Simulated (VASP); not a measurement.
Set up this calculation in VASP 6.6.1, as the native input.

| Item | Value |
| --- | --- |
| Task | single point |
| Functional | PBE |
| Potentials or basis | VASP PAW PBE potentials, release 64 (Mg, O) |
| Cutoff | 520 eV |
| k mesh | 9 × 9 × 6 |
| Occupations | gaussian, width 0.05 eV |
| Spin | no spin polarisation |
| Dipole correction | no |
| Further INCAR settings | ALGO = Normal; EDIFF = 1e-06; NBANDS = 16 |

The structure of MgO lies in POSCAR:

```
MgO
1.0
    3.6622000000      0.0000000000      0.0000000000
   -1.8311000000      3.1715582337      0.0000000000
    0.0000000000      0.0000000000      4.1546000000
Mg O
2 2
Direct
    0.6666666667      0.3333333333      0.7500000000
    0.3333333333      0.6666666667      0.2500000000
    0.6666666667      0.3333333333      0.2500000000
    0.3333333333      0.6666666667      0.7500000000
```

These files were run (other wordings do the same):

INCAR

```
SYSTEM = MgO
  ALGO = Normal
  EDIFF = 1E-6
  ENCUT = 520
  GGA = PE
  ISIF = 2
  ISMEAR = 0
  LASPH = .True.
  LCHARG = .False.
  LREAL = .False.
  LWAVE = .False.
  NBANDS = 16
  NELM = 80
  PREC = Accurate
  SIGMA = 0.05
```

KPOINTS

```
k-points
0
Gamma
  9 9 6
  0 0 0
```

Potentials or basis: VASP PAW PBE potentials, release 64 (Mg, O).

Launch:

```bash
$ cat potpaw_PBE.64/Mg/POTCAR potpaw_PBE.64/O/POTCAR > POTCAR
$ mpirun -np 1 vasp_std > vasp.out
```

Results of the run:

```yaml
Pressure: -6.0 GPa
Band_gap_on_the_k_mesh: 3.08 eV, direct
```

Wall time 14 s on 1 thread of Intel(R) Xeon(R) 6975P-C (Granite Rapids) (shared host), peak memory 0.18 GiB.
